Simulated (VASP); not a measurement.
## CdTe: single point with revPBE

CdTe:

```
Cd Te
1.0
     0.00000    3.20500    3.20500
     3.20500    0.00000    3.20500
     3.20500    3.20500    0.00000
Cd Te
1 1
Cartesian
  0.0000 0.0000 0.0000
  1.6025 1.6025 1.6025
```

```json
{
 "Program": "VASP 6.6.1",
 "Task": "single point",
 "Functional": "revPBE",
 "Potentials or basis": "VASP PAW PBE potentials, release 64 (Cd, Te)",
 "Cutoff": "520 eV",
 "k mesh": "6 × 6 × 6",
 "Occupations": "gaussian, width 0.05 eV",
 "Spin": "no spin polarisation"
}
```

* Pressure: 5.7 GPa
* Band gap on the k mesh: 0.98 eV, direct

Levels at points of the mesh, in eV from the valence-band top:
| k point | band 7 | band 8 | band 9 | band 10 | band 11 | band 12 |
| --- | --- | --- | --- | --- | --- | --- |
| (0.00, 0.00, 0.00) | 0.00 | 0.00 | 0.00 | 0.98 | 4.62 | 4.62 |
| (0.50, 0.00, 0.00) | -4.58 | -0.82 | -0.82 | 1.93 | 5.22 | 5.22 |
| (0.50, 0.50, 0.00) | -4.44 | -1.97 | -1.97 | 2.65 | 2.73 | 9.15 |

Run time: 34 s on 1 thread of Intel Xeon 6975P-C, on a shared host, peak memory 0.21 GiB.

Caveat: the PAW data sets were made with another functional, which shifts forces and pressure a little; spin-orbit coupling is left out, which moves the levels of the heavy elements. revPBE gaps usually lie below the measured ones, often by a third to a half.
